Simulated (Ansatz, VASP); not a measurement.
## Re in VASP and in Ansatz

The input INCAR:

```
ALGO     = Normal         # electronic algorithm
EDIFF    = 1E-6           # SCF threshold, eV
ENCUT    = 600            # plane-wave cutoff, eV
GGA      = PE             # functional
GGA_COMPAT= False        
ISIF     = 2              # what is computed and relaxed
ISMEAR   = 0              # smearing method
LASPH    = True           # aspherical terms in the spheres
LCHARG   = False          # write CHGCAR
LREAL    = False          # projectors in reciprocal space
LWAVE    = False          # write WAVECAR
NBANDS   = 10             # bands
NELM     = 120            # most SCF steps
PREC     = Accurate       # precision mode
SIGMA    = 0.05           # smearing width, eV
```

Contents of KPOINTS:

```
k-points
0
Gamma
  8 8 8
```

The input POSCAR:

```
Re
1.0
   -1.5563996646      1.5563996646      1.5563996646
    1.5563996646     -1.5563996646      1.5563996646
    1.5563996646      1.5563996646     -1.5563996646
Re
1
Direct
    0.0000000000      0.0000000000      0.0000000000
```

Input for Ansatz:

```yaml
crystal:
  lattice:
    - [-1.5563996646, 1.5563996646, 1.5563996646]
    - [1.5563996646, -1.5563996646, 1.5563996646]
    - [1.5563996646, 1.5563996646, -1.5563996646]
  atoms:
    - { symbol: Re, position: [0.0, 0.0, 0.0] }
basis:
  ecutwfc: 600
  ecutrho_ratio: 5
kpoints:
  mp_grid: { grid: [8, 8, 8] }
hamiltonian:
  xc: pbe
scf:
  occupations: { method: gaussian, width: 0.05 }
output:
  forces: true
  stress: true
  eigenvalues: true
```

Alike in both runs: task single point; functional PBE; k mesh 8 × 8 × 8; occupations gaussian, width 0.05 eV; no spin polarisation.

|  | VASP | Ansatz |
| --- | --- | --- |
| version | VASP 6.6.1 | Ansatz 0.2.0 |
| potentials or method | VASP PAW PBE potentials, release 64 (Re), cutoff 600 eV | scalar-relativistic, plane waves, PAW |
| valence electrons in the cell | 7 | 15 |

|  | VASP | Ansatz | Ansatz less VASP |
| --- | --- | --- | --- |
| pressure (GPa) | -0.3 | 0.0 | +0.31 |

VASP's potentials hold 7 valence electrons a cell and Ansatz's 15, so a difference there can come from the potentials and not from the codes.

Spin-orbit coupling is off throughout.
